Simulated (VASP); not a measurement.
Wanted: the native input for a VASP 6.6.1 run.

| Item | Value |
| --- | --- |
| Task | single point |
| Functional | PBE |
| Potentials or basis | VASP PAW PBE potentials, release 64 (Cu_sv_GW, F) |
| Cutoff | 820 eV |
| k mesh | 9 × 9 × 4 |
| Occupations | fermi-dirac, width 0.02 eV |
| Spin | no spin polarisation |
| Dipole correction | no |
| Further INCAR settings | ALGO = Normal; EDIFF = 1e-06; NBANDS = 34 |

The structure of CuF lies in POSCAR:

```
CuF
1.0
    2.7897758173      0.0000000000      0.0000000000
   -1.3948879087      2.4160167287      0.0000000000
    0.0000000000      0.0000000000      6.7211226191
Cu F
2 2
Direct
    0.3333333333      0.6666666667      0.0459865616
    0.6666666667      0.3333333333      0.5459865616
    0.3333333333      0.6666666667      0.3290134384
    0.6666666667      0.3333333333      0.8290134384
```

The input as run:

INCAR

```
SYSTEM = CuF
ALGO = Normal ; EDIFF = 1E-6
ENCUT = 820 ; GGA = PE
GGA_COMPAT = .False. ; ISIF = 2
ISMEAR = -1 ; LASPH = .True.
LCHARG = .True. ; LELF = .True.
LREAL = .False. ; LVHAR = .True.
LWAVE = .False. ; NBANDS = 34
NELM = 120 ; PREC = Accurate
SIGMA = 0.02
```

KPOINTS

```
k-points
0
Gamma
  9 9 4
  0 0 0
```

Potentials or basis: VASP PAW PBE potentials, release 64 (Cu_sv_GW, F).

Run with:

```bash
$ cat potpaw_PBE.64/Cu_sv_GW/POTCAR potpaw_PBE.64/F/POTCAR > POTCAR
$ mpirun -np 1 vasp_std > vasp.out
```

Results of the run:

The pressure is 5.2 GPa, the largest force is 0.015 eV/Å and the band gap on the k mesh is 0.14 eV (least direct gap 0.47 eV).

Caveat: the cell stands under pressure; the structure was generated, so it needn't be the stable form of CuF; semilocal functionals underestimate gaps, and a narrow one can read as zero.

Run time: 2.4 min on 1 thread of Intel(R) Xeon(R) 6975P-C (Granite Rapids), on a shared host, peak memory 0.28 GiB.
